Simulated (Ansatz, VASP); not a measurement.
## One calculation of GaP, two programs

The input INCAR:

```
SYSTEM = GaP
PREC = Accurate
ENCUT = 520
EDIFF = 1E-6
ISMEAR = 0
SIGMA = 0.05
LREAL = .False.
LASPH = .True.
NELM = 100
ALGO = Normal
ISIF = 2
LWAVE = .False.
LCHARG = .False.
GGA = PS
NBANDS = 16
```

KPOINTS

```
Automatic mesh
0
Gamma
  10 10 10
  0 0 0
```

Contents of POSCAR:

```
GaP
1.0
    0.0000000000      2.7550273021      2.7550273021
    2.7550273021      0.0000000000      2.7550273021
    2.7550273021      2.7550273021      0.0000000000
Ga P
1 1
Direct
    0.0000000000      0.0000000000      0.0000000000
    0.7500000000      0.7500000000      0.7500000000
```

Input for Ansatz:

```yaml
crystal:
  lattice:
    - [0.0, 2.7550273021, 2.7550273021]
    - [2.7550273021, 0.0, 2.7550273021]
    - [2.7550273021, 2.7550273021, 0.0]
  atoms:
    - { symbol: Ga, position: [0.0, 0.0, 0.0] }
    - { symbol: P, position: [0.75, 0.75, 0.75] }
basis:
  ecutwfc: 420
  ecutrho_ratio: 4
kpoints:
  mp_grid: { grid: [10, 10, 10] }
hamiltonian:
  xc: pbesol
scf:
  occupations: { method: gaussian, width: 0.05 }
output:
  forces: true
  stress: true
  eigenvalues: true
```

Alike in both runs: task single point; functional PBEsol; k mesh 10 × 10 × 10; occupations gaussian, width 0.05 eV; no spin polarisation.

|  | VASP | Ansatz |
| --- | --- | --- |
| version | VASP 6.6.1 | Ansatz 0.2.0 |
| potentials or method | VASP PAW PBE potentials, release 64 (Ga_d, P), cutoff 520 eV | scalar-relativistic, plane waves, PAW |
| valence electrons in the cell | 18 | 18 |

```csv
,VASP,Ansatz,Ansatz less VASP
gap on the k mesh at the Fermi level (eV),1.49,1.48,-0.005
least direct gap on the mesh (eV),1.49,1.48,-0.005
pressure (GPa),-3.1,-3.1,+0.07
```

VASP's potentials were made for PBE, not for PBEsol.
